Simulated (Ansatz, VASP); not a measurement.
AgSb in VASP and in Ansatz

```xyz
2
Lattice="0.0000 2.9807 2.9807 2.9807 0.0000 2.9807 2.9807 2.9807 0.0000" Properties=species:S:1:pos:R:3 pbc="T T T"
Ag    0.0000    0.0000    0.0000
Sb    4.4710    4.4710    4.4710
```

Alike in both runs: task single point; functional PBE; k mesh 6 × 6 × 6; occupations gaussian, width 0.1 eV; no spin polarisation.

```csv
,VASP,Ansatz
version,VASP 6.6.1,Ansatz 0.2.0
potentials or method,"VASP PAW PBE potentials, release 64 (Ag, Sb), cutoff 520 eV","scalar-relativistic, plane waves, PAW"
valence electrons in the cell,16,34
```

VASP gave:

* gap on the k mesh at the Fermi level (eV): none
* pressure (GPa): 9.9

Task: Which values does Ansatz return?

Result: gap on the k mesh at the Fermi level (eV): none; pressure (GPa): 10.2.

A gap of «none» marks a metal or a gap that the smearing closes. VASP's potentials hold 16 valence electrons a cell and Ansatz's 34, so a difference there can come from the potentials and not from the codes.

Spin-orbit coupling is off throughout.
